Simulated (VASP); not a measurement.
Wanted: the native input for a VASP 6.6.1 run.

* Task: single point
* Functional: r2SCAN
* Potentials or basis: VASP PAW PBE potentials, release 64 (Zn, S)
* Cutoff: 520 eV
* k mesh: 12 × 12 × 4
* Occupations: methfessel-paxton, width 0.022 eV
* Spin: no spin polarisation
* Dipole correction: no
* Further INCAR settings: ALGO = Normal; EDIFF = 1e-07; NBANDS = 26

Crystal: ZnS.

```
Zn S
1.0
     3.87977    0.00000    0.00000
    -1.93988    3.35998    0.00000
     0.00000    0.00000    6.35416
Zn S
2 2
Direct
  0.33333 0.66667 0.00000
  0.66667 0.33333 0.50000
  0.33333 0.66667 0.37480
  0.66667 0.33333 0.87480
```

One way to write it, as run:

POSCAR

```
ZnS
1.0
    3.8797693287      0.0000000000      0.0000000000
   -1.9398846644      3.3599787995      0.0000000000
    0.0000000000      0.0000000000      6.3541618900
Zn S
2 2
Direct
    0.3333333333      0.6666666667      0.0000000000
    0.6666666667      0.3333333333      0.5000000000
    0.3333333333      0.6666666667      0.3748000000
    0.6666666667      0.3333333333      0.8748000000
```

INCAR.step1

```
SYSTEM = ZnS
ALGO = Normal
EDIFF = 1E-4
ENCUT = 520
GGA = PE
ISMEAR = 1
LASPH = .True.
LCHARG = .False.
LREAL = .False.
LWAVE = .True.
NBANDS = 26
NELM = 60
PREC = Accurate
SIGMA = 0.022
```

INCAR.step2

```
SYSTEM = ZnS
ALGO = Normal
EDIFF = 1E-7
ENCUT = 520
ISIF = 2
ISMEAR = 1
ISTART = 1
LASPH = .True.
LCHARG = .False.
LMIXTAU = .True.
LREAL = .False.
LWAVE = .False.
METAGGA = R2SCAN
NBANDS = 26
NELM = 60
PREC = Accurate
SIGMA = 0.022
```

KPOINTS

```
k-points
0
Gamma
  12 12 4
  0 0 0
```

Potentials or basis: VASP PAW PBE potentials, release 64 (Zn, S).

The run is started by

```bash
$ cat potpaw_PBE.64/Zn/POTCAR potpaw_PBE.64/S/POTCAR > POTCAR
$ cp INCAR.step1 INCAR
$ mpirun -np 1 vasp_std > vasp.out
$ cp INCAR.step2 INCAR
$ mpirun -np 1 vasp_std > vasp.out
```

Results of the run:

* Pressure: -3.9 GPa
* Largest force: 0.013 eV/Å
* Band gap on the k mesh: 2.53 eV

Caveat: the cell stands under tension; the PAW data sets were made with another functional, which shifts forces and pressure a little.

Run time: 5.5 min on 1 thread of AMD EPYC 9R45 96-Core Processor (Zen 5), on a shared host, peak memory 0.24 GiB.
